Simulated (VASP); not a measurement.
The system is Mg.

```
CELL_PARAMETERS angstrom
0.00000 2.24426 2.24426
2.24426 0.00000 2.24426
2.24426 2.24426 0.00000
ATOMIC_POSITIONS crystal
Mg 0.00000 0.00000 0.00000
```

Base run:

- Program: VASP 6.6.1
- Functional: PBE
- Potentials or basis: VASP PAW PBE potentials, release 64 (Mg)
- Cutoff: 520 eV
- k mesh: 10 × 10 × 10
- Occupations: gaussian, width 0.1 eV
- Spin: no spin polarisation

Its results: band gap on the k mesh zero (band 1 reaches 3.55 eV, above the bottom of band 2 at 1.42 eV); pressure 0.7 GPa.

**Question.** The run is repeated on the same cell with these changes: functional from PBE to BLYP. What comes out?

**Answer.** Band gap on the k mesh zero (band 1 reaches 3.99 eV, above the bottom of band 2 at 1.79 eV); pressure 1.5 GPa.

BLYP binds less tightly than PBE, so the same cell stands under more pressure.

Caveats: the PAW data sets were made with another functional, which shifts forces and pressure a little (some runs).
